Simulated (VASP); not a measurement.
Set up this calculation in VASP 6.6.1, as the native input.

| Property | Result |
| --- | --- |
| Task | single point |
| Functional | PBEsol-based screened hybrid with 25 % exact exchange |
| Potentials or basis | VASP PAW PBE potentials, release 64 (Cu) |
| Cutoff | 520 eV |
| k mesh | 7 × 7 × 7 |
| Occupations | fermi-dirac, width 0.05 eV |
| Spin | no spin polarisation |
| Dipole correction | no |
| Grid for exact exchange (PRECFOCK) | Normal |
| Share of exact exchange | 0.25 |
| Further INCAR settings | ALGO = Normal; EDIFF = 1e-06; NBANDS = 12 |
| Screening parameter | 0.207 1/Å |

Cu:

```
Cu
1.0
     0.00000    1.78889    1.78889
     1.78889    0.00000    1.78889
     1.78889    1.78889    0.00000
Cu
1
Direct
  0.00000 0.00000 0.00000
```

One way to write it, as run:

POSCAR

```
Cu
1.0
    0.0000000000      1.7888876792      1.7888876792
    1.7888876792      0.0000000000      1.7888876792
    1.7888876792      1.7888876792      0.0000000000
Cu
1
Direct
    0.0000000000      0.0000000000      0.0000000000
```

INCAR.step1

```
SYSTEM = Cu
PREC = Accurate
ENCUT = 520
EDIFF = 1E-5
ISMEAR = -1
SIGMA = 0.05
LREAL = .FALSE.
LASPH = .TRUE.
NELM = 120
ALGO = Normal
ISIF = 2
LWAVE = .TRUE.
LCHARG = .FALSE.
NBANDS = 12
GGA = PE
GGA_COMPAT = .FALSE.
```

INCAR.step2

```
SYSTEM = Cu
PREC = Accurate
ENCUT = 520
EDIFF = 1E-6
ISMEAR = -1
SIGMA = 0.05
LREAL = .FALSE.
LASPH = .TRUE.
NELM = 120
ALGO = Normal
ISIF = 2
LWAVE = .FALSE.
LCHARG = .FALSE.
GGA = PS
LHFCALC = .TRUE.
AEXX = 0.25
HFSCREEN = 0.207
PRECFOCK = Normal
NBANDS = 12
ISTART = 1
GGA_COMPAT = .FALSE.
```

KPOINTS

```
regular mesh
0
G
  7 7 7
  0 0 0
```

Potentials or basis: VASP PAW PBE potentials, release 64 (Cu).

Launch:

```bash
$ cat potpaw_PBE.64/Cu/POTCAR > POTCAR
$ cp INCAR.step1 INCAR
$ mpirun -np 1 vasp_std > vasp.out
$ cp INCAR.step2 INCAR
$ mpirun -np 1 vasp_std > vasp.out
```

It gave:

- Pressure: 0.2 GPa
- Band gap on the k mesh: zero (an odd number of electrons rules out a gap without spin polarisation)

Caveat: the k points lie up to 0.43 Å⁻¹ apart, too coarse for converged energies and pressures of a metal; the PAW data sets were made with another functional, which shifts forces and pressure a little.

It took 18 min on 1 thread of Oxide Virtual Turin-like Processor, with other jobs on the host, peak memory 0.19 GiB.
